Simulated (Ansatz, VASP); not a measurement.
**Two plane-wave programs on Nb**

```
Nb
1.0
     0.00000    2.11500    2.11500
     2.11500    0.00000    2.11500
     2.11500    2.11500    0.00000
Nb
1
Direct
  0.00000 0.00000 0.00000
```

Alike in both runs: functional LDA; k mesh 8 × 8 × 8; occupations fermi-dirac, width 0.05 eV; non-collinear spin, spin-orbit coupling.

```csv
,VASP,Ansatz
version,VASP 6.6.1,Ansatz 0.2.0
potentials or method,"VASP PAW LDA potentials, release 64 (Nb_sv)",Ansatz PAW
plane-wave cutoff (eV),520,420
valence electrons in the cell,13,13
task,single point,band structure
```

Ansatz gave:

* pressure (GPa): -10.9
* net moment per atom (μB): 0.00

Task: Which values does VASP return?

Result: Pressure (GPa): -11.1; net moment per atom (μB): 0.00.

LDA's correlation is that of Perdew and Zunger in VASP and of Perdew and Wang (1992) in Ansatz.
